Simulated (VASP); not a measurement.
# I (Im-3m) in VASP: notebook

Runs on I. Level: PBE. Tasks: single point, relaxation of cell and atoms.

All numbers are computed with VASP 6.6.1; they aren't measurements. Logs are shortened: lines on timing, memory, paths and dates and some standing lists are left out, and cuts for length are marked.

## 1. The cell of the first run

The structure is cubic, space group Im-3m (No. 229). Conventional cell: a = 4.151 Å, b = 4.151 Å, c = 4.151 Å, α = 90.00°, β = 90.00°, γ = 90.00°. I (site symmetry m-3m) has 14 I at 3.59 to 4.15 Å within 4.7 Å.

## 2. Single point, PBE

Contents of INCAR:

```
SYSTEM = I
PREC = Accurate
ENCUT = 500
EDIFF = 1E-6
ISMEAR = 1
SIGMA = 0.02
LREAL = .False.
LASPH = .True.
NELM = 120
ALGO = Normal
ISIF = 2
LWAVE = .False.
LCHARG = .False.
GGA = PE
NBANDS = 10
GGA_COMPAT = .False.
```

Contents of KPOINTS:

```
Automatic mesh
0
Gamma
  15 15 15
  0 0 0
```

Contents of POSCAR:

```
I
1.0
   -2.0753631634      2.0753631634      2.0753631634
    2.0753631634     -2.0753631634      2.0753631634
    2.0753631634      2.0753631634     -2.0753631634
I
1
Direct
    0.0000000000      0.0000000000      0.0000000000
```

Potentials or basis: VASP PAW PBE potentials, release 64 (I).

Command:

```
cat potpaw_PBE.64/I/POTCAR > POTCAR
mpirun -np 1 vasp_std > vasp.out
```

OUTCAR:

```text
SYSTEM = I
   PREC = Accurate
   ENCUT = 500
   EDIFF = 1E-6
   ISMEAR = 1
   LREAL = .False.
   LASPH = .True.
   NELM = 120
   ISIF = 2
   GGA = PE

 ion  position               nearest neighbor table
   1  0.000  0.000  0.000-

  LATTYP: Found a body centered cubic cell.
 ALAT       =     4.1507263268

  Lattice vectors:

 A1 = (  -2.0753631634,   2.0753631634,   2.0753631634)
 A2 = (   2.0753631634,  -2.0753631634,   2.0753631634)
 A3 = (   2.0753631634,   2.0753631634,  -2.0753631634)

Analysis of symmetry for initial positions (statically):
=====================================================================
 Subroutine PRICEL returns:
 Original cell was already a primitive cell.

 Routine SETGRP: Setting up the symmetry group for a
 body centered cubic supercell.

 Subroutine GETGRP returns: Found 48 space group operations
 (whereof 48 operations were pure point group operations)
 out of a pool of 48 trial point group operations.

The static configuration has the point symmetry O_h .

Analysis of symmetry for dynamics (positions and initial velocities):
=====================================================================
 Subroutine PRICEL returns:
 Original cell was already a primitive cell.

 Routine SETGRP: Setting up the symmetry group for a
 body centered cubic supercell.

 Subroutine GETGRP returns: Found 48 space group operations
 (whereof 48 operations were pure point group operations)
 out of a pool of 48 trial point group operations.

The dynamic configuration has the point symmetry O_h .

 Subroutine INISYM returns: Found 48 space group operations
 (whereof 48 operations are pure point group operations),
 and found     1 'primitive' translations

----------------------------------------------------------------------------------------

                                     Primitive cell

  volume of cell :      35.7555

  direct lattice vectors                    reciprocal lattice vectors
    -2.075363163  2.075363163  2.075363163     0.000000000  0.240921690  0.240921690
     2.075363163 -2.075363163  2.075363163     0.240921690  0.000000000  0.240921690
     2.075363163  2.075363163 -2.075363163     0.240921690  0.240921690  0.000000000

  length of vectors
     3.594634443  3.594634443  3.594634443     0.340714721  0.340714721  0.340714721

  position of ions in fractional coordinates (direct lattice)
     0.000000000  0.000000000  0.000000000

  ion indices of the primitive-cell ions
[... 79 lines left out ...]
   NFREE  =      0    steps in history (QN), initial steepest desc. (CG)
   ISIF   =      2    stress and relaxation
   ISYM   =      2    0-nonsym 1-usesym 2-fastsym
   POTIM  = 0.5000    time-step for ionic-motion
   TEBEG  =    0.0;   TEEND  =   0.0 temperature during run
   PSTRESS=    0.0 pullay stress
   NELECT =       7.0000    total number of electrons
   NUPDOWN=      -1.0000    fix difference up-down
   EMIN   =  10.00;   EMAX   =-10.00  energy-range for DOS
   EFERMI =   0.00;   METHOD = LEGACY
   ISMEAR =     1;   SIGMA  =   0.02  broadening in eV -4-tet -1-fermi 0-gaus
   EFERMI_NEDOS =   21; number of points for ismear=-14 and -15
   IALGO  =     38    algorithm
   IMIX   =      4    mixing-type and parameters
     AMIX     =   0.40;   BMIX     =  1.00
     AMIX_MAG =   1.60;   BMIX_MAG =  1.00
  volume/ion in A,a.u.               =      35.76       241.29
  Fermi-wavevector in a.u.,A,eV,Ry     =   0.950590  1.796355 12.294524  0.903622
  Thomas-Fermi vector in A             =   2.078981
   LORBIT       =      0    0 simple, 1 ext, 2 COOP (PROOUT), +10 PAW based schemes
   GGA     = PE    functional components
   LHFCALC =     F    Hartree Fock is set to
   AEXX    =    0.0000 exact exchange contribution
   IVDW    =     0    specifies the selected vdW correction
   LEPSILON=     F    determine dielectric tensor
   LRPA    =     F    only Hartree local field effects (RPA)
 non-spin polarized calculation
 Methfessel and Paxton  Order N= 1 SIGMA  =   0.02
  energy-cutoff  :      500.00
  volume of cell :       35.76
 maximum number of plane-waves:       937
   NGX = 13   NGY = 13   NGZ = 13

 number of electron       7.0000001 magnetization

 Free energy of the ion-electron system (eV)
  ---------------------------------------------------
  ext. energy  EPLUGINS =         0.00000000
  ---------------------------------------------------
  free energy    TOTEN  =        -1.05483253 eV

  energy without entropy =       -1.05471355  energy(sigma->0) =       -1.05479287

 E-fermi :   4.3901     XC(G=0):  -9.0125

 val. band max:        4.3886987633   @ k =  -0.4000  -0.4000   0.0667
 cond. band min:       4.3908040997   @ k =  -0.3333  -0.4000   0.0667
 fundamental gap:      0.0021053364
 Fermi energy:         4.3901107360

 k-point     1 :       0.0000    0.0000    0.0000
  band No.  band energies     occupation
      1      -9.0606      2.00000
      2       5.1713      0.00000
      3       5.1713      0.00000
      4       5.1713      0.00000
      5      11.2857      0.00000
      6      14.1146      0.00000
      7      14.1146      0.00000
      8      14.1146      0.00000
      9      16.3733      0.00000
     10      16.3733      0.00000
[... 287 lines left out ...]
 k-point    24 :       0.4000    0.2000    0.0000
  band No.  band energies     occupation
      1      -7.4932      2.00000
      2       0.3397      2.00000
      3       2.2895      2.00000
      4       4.3335      2.00046
      5      11.2100      0.00000
      6      12.9453      0.00000
      7      15.5140      0.00000
      8      16.1817      0.00000
      9      19.5236      0.00000
     10      20.4832      0.00000

 [... further k-points ...]

------------------------ aborting loop because EDIFF is reached ----------------------------------------

  FORCE on cell =-STRESS in cart. coord.  units (eV):
  Direction    XX          YY          ZZ          XY          YZ          ZX
  --------------------------------------------------------------------------------------
  -------------------------------------------------------------------------------------
  Total       -0.0071177     -0.0071177     -0.0071177      0.0000000      0.0000000      0.0000000
  in kB       -0.3189382     -0.3189382     -0.3189382      0.0000000      0.0000000      0.0000000
  external PRESSURE =      -0.3189382 kB  Pullay stress =       0.0000000 kB

 VOLUME and BASIS-vectors are now :
 -----------------------------------------------------------------------------
  energy-cutoff  :      500.00
  volume of cell :       35.76
      direct lattice vectors                 reciprocal lattice vectors
    -2.075363163  2.075363163  2.075363163     0.000000000  0.240921690  0.240921690
     2.075363163 -2.075363163  2.075363163     0.240921690  0.000000000  0.240921690
     2.075363163  2.075363163 -2.075363163     0.240921690  0.240921690  0.000000000

 POSITION                                       TOTAL-FORCE (eV/Angst)
 -----------------------------------------------------------------------------------
      0.00000      0.00000      0.00000         0.000000     -0.000000     -0.000000
 -----------------------------------------------------------------------------------
    total drift:                                0.000000      0.000000     -0.000000

  FREE ENERGIE OF THE ION-ELECTRON SYSTEM (eV)
  ---------------------------------------------------
  free  energy   TOTEN  =        -1.0548325296 eV

  energy  without entropy=       -1.0547135521  energy(sigma->0) =       -1.05479287
```

OSZICAR:

```text
N       E                     dE             d eps       ncg     rms          rms(c)
DAV:   1     0.185962724001E+02    0.18596E+02   -0.24238E+03  2408   0.476E+02
DAV:   2    -0.310318343420E+00   -0.18907E+02   -0.18473E+02  2972   0.814E+01
DAV:   3    -0.104839317636E+01   -0.73807E+00   -0.71918E+00  3152   0.158E+01
DAV:   4    -0.105377528822E+01   -0.53821E-02   -0.53814E-02  2872   0.165E+00
DAV:   5    -0.105384639386E+01   -0.71106E-04   -0.71105E-04  3068   0.181E-01    0.356E+00
DAV:   6    -0.105410079132E+01   -0.25440E-03   -0.16166E-03  2816   0.203E-01    0.217E+00
DAV:   7    -0.105483070988E+01   -0.72992E-03   -0.31033E-03  2744   0.289E-01    0.107E-01
DAV:   8    -0.105483194131E+01   -0.12314E-05   -0.14357E-04  2740   0.587E-02    0.154E-02
DAV:   9    -0.105483252958E+01   -0.58827E-06   -0.30082E-06  3036   0.120E-02
   1 F= -.10548325E+01 E0= -.10547929E+01  d E =-.118978E-03
```

Run time: 17 s. Hardware: 1 thread of AMD EPYC 7R13 (Zen 3), shared host; peak memory 0.15 GiB.

Results:

```
Free energy            : -1.0548 eV
Pressure               : 0.0 GPa
Band gap on the k mesh : zero (an odd number of electrons rules out a gap without spin polarisation)
```

Caveat: spin-orbit coupling is left out, which moves the levels of the heavy elements; an odd number of electrons without spin polarisation forces a metal; a magnetic or distorted state may lie lower.

## 3. Relaxation of cell and atoms, PBE

This run uses another cell than the first one, of 32.73 Å³/atom.

Contents of INCAR:

```
SYSTEM = I
ALGO = Normal
EDIFF = 1E-7
EDIFFG = -0.03
ENCUT = 500
GGA = PE
GGA_COMPAT = .False.
IBRION = 2
ISIF = 3
ISMEAR = 1
LASPH = .True.
LCHARG = .False.
LREAL = .False.
LWAVE = .False.
NELM = 120
NELMIN = 4
NSW = 80
PREC = Accurate
SIGMA = 0.02
```

Contents of KPOINTS:

```
k-points
0
Gamma
  15 15 15
  0 0 0
```

Contents of POSCAR:

```
I
1.0
   -2.0150000000      2.0150000000      2.0150000000
    2.0150000000     -2.0150000000      2.0150000000
    2.0150000000      2.0150000000     -2.0150000000
I
1
Direct
    0.0000000000      0.0000000000      0.0000000000
```

Potentials or basis: VASP PAW PBE potentials, release 64 (I).

Command:

```
cat potpaw_PBE.64/I/POTCAR > POTCAR
mpirun -np 1 vasp_std > vasp.out
```

OUTCAR:

```text
SYSTEM = I
   EDIFF = 1E-7
   EDIFFG = -0.03
   ENCUT = 500
   GGA = PE
   IBRION = 2
   ISIF = 3
   ISMEAR = 1
   LASPH = .True.
   LREAL = .False.
   NELM = 120
   NELMIN = 4
   NSW = 80
   PREC = Accurate

 ion  position               nearest neighbor table
   1  0.000  0.000  0.000-

  LATTYP: Found a body centered cubic cell.
 ALAT       =     4.0300000000

  Lattice vectors:

 A1 = (  -2.0150000000,   2.0150000000,   2.0150000000)
 A2 = (   2.0150000000,  -2.0150000000,   2.0150000000)
 A3 = (   2.0150000000,   2.0150000000,  -2.0150000000)

Analysis of symmetry for initial positions (statically):
=====================================================================
 Subroutine PRICEL returns:
 Original cell was already a primitive cell.

 Routine SETGRP: Setting up the symmetry group for a
 body centered cubic supercell.

 Subroutine GETGRP returns: Found 48 space group operations
 (whereof 48 operations were pure point group operations)
 out of a pool of 48 trial point group operations.

The static configuration has the point symmetry O_h .

[... 162 lines left out ...]
------------------------ aborting loop because EDIFF is reached ----------------------------------------

  FORCE on cell =-STRESS in cart. coord.  units (eV):
  Direction    XX          YY          ZZ          XY          YZ          ZX
  --------------------------------------------------------------------------------------
  -------------------------------------------------------------------------------------
  Total        0.5461952      0.5461952      0.5461952     -0.0000000      0.0000000      0.0000000
  in kB       26.7407359     26.7407359     26.7407359     -0.0000000      0.0000000      0.0000000
  external PRESSURE =      26.7407359 kB  Pullay stress =       0.0000000 kB
[... 22 lines left out ...]
--------------------------------------- Ionic step        2  -------------------------------------------

 number of electron       7.0000001 magnetization

 E-fermi :   4.5245     XC(G=0):  -9.0608

 val. band max:        4.5232086608   @ k =  -0.4000  -0.4000   0.0667
 cond. band min:       4.5255896456   @ k =  -0.3333  -0.4000   0.0667
 fundamental gap:      0.0023809847
 Fermi energy:         4.5245284759

 k-point     1 :       0.0000    0.0000    0.0000
  band No.  band energies     occupation
      1      -8.9951      2.00000
      2       5.3215      0.00000
      3       5.3215      0.00000
      4       5.3215      0.00000
      5      11.4736      0.00000
      6      14.2461      0.00000
      7      14.2461      0.00000
[... 264 lines left out ...]
--------------------------------------- Ionic step        3  -------------------------------------------

 number of electron       7.0000001 magnetization

 Free energy of the ion-electron system (eV)
  ---------------------------------------------------
  ext. energy  EPLUGINS =         0.00000000
  ---------------------------------------------------
  free energy    TOTEN  =        -1.05477032 eV

  energy without entropy =       -1.05465150  energy(sigma->0) =       -1.05473072

 E-fermi :   4.3866     XC(G=0):  -9.0118

 val. band max:        4.3852159363   @ k =  -0.4000  -0.4000   0.0667
 cond. band min:       4.3873119222   @ k =  -0.3333  -0.4000   0.0667
 fundamental gap:      0.0020959859
 Fermi energy:         4.3866280011

 k-point     1 :       0.0000    0.0000    0.0000
  band No.  band energies     occupation
      1      -9.0626      2.00000
      2       5.1674      0.00000
      3       5.1674      0.00000
      4       5.1674      0.00000
      5      11.2814      0.00000
      6      14.1114      0.00000
      7      14.1114      0.00000
[... 258 lines left out ...]
  FREE ENERGIE OF THE ION-ELECTRON SYSTEM (eV)
  ---------------------------------------------------
  free  energy   TOTEN  =        -1.0547703233 eV

  energy  without entropy=       -1.0546515024  energy(sigma->0) =       -1.05473072

 reached required accuracy - stopping structural energy minimisation
```

CONTCAR:

```text
I
   1.00000000000000
    -2.0755173997879526    2.0755173997879526    2.0755173997879526
     2.0755173997879526   -2.0755173997879526    2.0755173997879526
     2.0755173997879526    2.0755173997879526   -2.0755173997879526
  I
     1
Direct
     0.0000000000000000    0.0000000000000000    0.0000000000000000

  0.00000000E+00  0.00000000E+00  0.00000000E+00
```

It took 48 s on 1 thread of AMD EPYC 7R13 (Zen 3), shared host; peak memory 0.15 GiB.

What came out:

| Item | Value |
| --- | --- |
| Free energy | -1.0548 eV |
| Relaxed volume | 35.76 Å³/atom |
| Relaxed cell | a = 3.595 Å, b = 3.595 Å, c = 3.595 Å, α = 109.47°, β = 109.47°, γ = 109.47° |
| Space group after relaxing (to 0.1 Å) | Im-3m (No. 229) |
| Energy gained by relaxing | 23.0 meV/atom |
| Ionic steps | 3 |
| Pressure after relaxing | 0.0 GPa |
| Band gap on the k mesh | zero (an odd number of electrons rules out a gap without spin polarisation) |

Step by step:
```tsv
step	energy change (eV)	largest force (eV/Å)	pressure (GPa)	volume (Å³)
1	0.0000	0.0000	2.67	32.73
2	-0.0227	0.0000	0.25	35.38
3	-0.0230	0.0000	-0.01	35.76
```

Final structure:
```
CELL_PARAMETERS angstrom
-2.07552 2.07552 2.07552
2.07552 -2.07552 2.07552
2.07552 2.07552 -2.07552
ATOMIC_POSITIONS crystal
I 0.00000 0.00000 0.00000
```

Levels at points of the mesh, in eV from the Fermi level:
```tsv
k point	band 2	band 3	band 4	band 5	band 6	band 7
(0.00, 0.00, 0.00)	0.78	0.78	0.78	6.89	9.72	9.72
```

Caveat: spin-orbit coupling is left out, which moves the levels of the heavy elements; an odd number of electrons without spin polarisation forces a metal; a magnetic or distorted state may lie lower.
